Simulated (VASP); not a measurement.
**CoPdO2: single point with PBE+U**

The system is CoPdO2.

```
Co Pd O
1.0
     1.43169    0.82659    5.95777
    -1.43169    0.82659    5.95777
     0.00000   -1.65317    5.95777
Co Pd O
1 1 2
Direct
  0.50000 0.50000 0.50000
  0.00000 0.00000 0.00000
  0.88752 0.88752 0.88752
  0.11248 0.11248 0.11248
```

```
Program             : VASP 6.6.1
Task                : single point
Functional          : PBE
Potentials or basis : VASP PAW PBE potentials, release 64 (Co, Pd, O)
Cutoff              : 520 eV
k mesh              : 6 × 6 × 6
Occupations         : gaussian, width 0.05 eV
Spin                : collinear spin, ferromagnetic start
Starting moments    : [3.0, 2.0, 0.0, 0.0] μB
Hubbard terms       : Co d U = 3.3 eV
```

* Pressure: 11.3 GPa
* Largest force: 1.366 eV/Å
* Net moment: 2.05 μB per cell
* Site moments: Co +2.10; Pd -0.10; O +0.02 μB
* Valence electrons inside the program's atomic spheres: Co 8.32; Pd 9.35; O 5.01

Forces in eV/Å, atoms in the order of the input:
```
Co   0.000  0.000  0.000
Pd   0.000  0.000  0.000
O    0.000  0.000  1.366
O    0.000  0.000 -1.366
```

Stress tensor (GPa, compression positive):
```
13.09  0.00  0.00
 0.00 13.09  0.00
 0.00  0.00  7.81
```

Levels at points of the mesh, in eV from the Fermi level:
Spin up:
| k point | band 12 | band 13 | band 14 | band 15 | band 16 | band 17 | band 18 | band 19 | band 20 | band 21 |
| --- | --- | --- | --- | --- | --- | --- | --- | --- | --- | --- |
| (0.00, 0.00, 0.00) | -2.45 | -2.12 | -2.12 | -1.53 | -1.53 | 1.03 | 1.03 | 3.03 | 6.61 | 9.22 |
| (0.50, 0.00, 0.00) | -2.95 | -1.84 | -1.00 | -0.25 | -0.03 | 0.30 | 1.07 | 3.78 | 8.41 | 10.55 |
| (0.50, 0.50, 0.00) | -3.05 | -2.17 | -1.85 | -1.19 | -0.03 | 0.90 | 1.75 | 3.85 | 9.14 | 9.81 |
| (0.50, 0.50, 0.50) | -2.13 | -2.13 | -2.10 | -0.45 | -0.45 | 0.51 | 0.51 | 4.37 | 5.36 | 9.31 |
Spin down:
```tsv
k point	band 12	band 13	band 14	band 15	band 16	band 17	band 18	band 19
(0.00, 0.00, 0.00)	-1.59	-1.33	-1.33	0.00	0.00	3.11	3.14	3.14
(0.50, 0.00, 0.00)	-1.08	-0.17	-0.10	0.10	1.05	2.71	3.25	3.88
(0.50, 0.50, 0.00)	-1.37	-0.41	-0.14	-0.10	1.33	3.00	3.44	3.86
(0.50, 0.50, 0.50)	-1.09	-0.52	-0.52	-0.11	-0.11	2.94	2.94	4.39
```

Eigenvalues of the final occupation matrices:
```csv
site,spin,trace,eigenvalues
site 1 d,1,4.68,0.88 0.88 0.97 0.97 0.97
site 1 d,2,2.61,0.27 0.27 0.55 0.55 0.96
```

It took 5.6 min on 1 thread of Intel(R) Xeon(R) 6975P-C (Granite Rapids), with other jobs on the host, peak memory 0.44 GiB.

Caveat: the k points lie up to 0.43 Å⁻¹ apart; a cell with one magnetic atom can't hold antiferromagnetic order, which such compounds often take; forces of over 1 eV/Å act on the atoms, so gaps and moduli don't describe the material at rest. The state reached can hang on the start; a lower one may exist.
